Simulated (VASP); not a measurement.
A run of VASP 6.6.1:

File POSCAR:

```
GaN
1.0
    2.9806400000      0.0000000000      0.0000000000
   -1.4903200000      2.5813100000      0.0000000000
    0.0000000000      0.0000000000      2.6833700000
Ga N
1 1
Direct
    0.6666700000      0.3333300000      0.5000000000
    0.0000000000      0.0000000000      0.0000000000
```

Contents of INCAR.step1:

```
SYSTEM = GaN
PREC = Accurate
ENCUT = 520
EDIFF = 1E-5
ISMEAR = -1
SIGMA = 0.05
LREAL = .False.
LASPH = .True.
NELM = 80
ALGO = Normal
ISIF = 2
LWAVE = .True.
LCHARG = .False.
GGA = PE
NBANDS = 16
```

Contents of INCAR.step2:

```
SYSTEM = GaN
PREC = Accurate
ENCUT = 520
EDIFF = 1E-6
ISMEAR = -1
SIGMA = 0.05
LREAL = .False.
LASPH = .True.
NELM = 80
ALGO = Normal
ISIF = 2
LWAVE = .False.
LCHARG = .False.
GGA = PE
LHFCALC = .True.
AEXX = 0.25
HFSCREEN = 0.3
PRECFOCK = Normal
ISTART = 1
NBANDS = 16
```

KPOINTS

```
Automatic mesh
0
Gamma
  5 5 5
  0 0 0
```

Potentials or basis: VASP PAW PBE potentials, release 64 (Ga_d, N).

Command:

```console
$ cat potpaw_PBE.64/Ga_d/POTCAR potpaw_PBE.64/N/POTCAR > POTCAR
$ cp INCAR.step1 INCAR
$ mpirun -np 1 vasp_std > vasp.out
$ cp INCAR.step2 INCAR
$ mpirun -np 1 vasp_std > vasp.out
```

Hardware: 1 thread of Intel(R) Xeon(R) Platinum 8259CL CPU @ 2.50GHz (Skylake/Cascade Lake), on a shared host.

**Question.** Estimate the wall time of this run.

**Answer.** It took 36 min on 1 thread of Intel(R) Xeon(R) Platinum 8259CL CPU @ 2.50GHz (Skylake/Cascade Lake) (shared host), peak memory 0.25 GiB. Counts: k points 27.
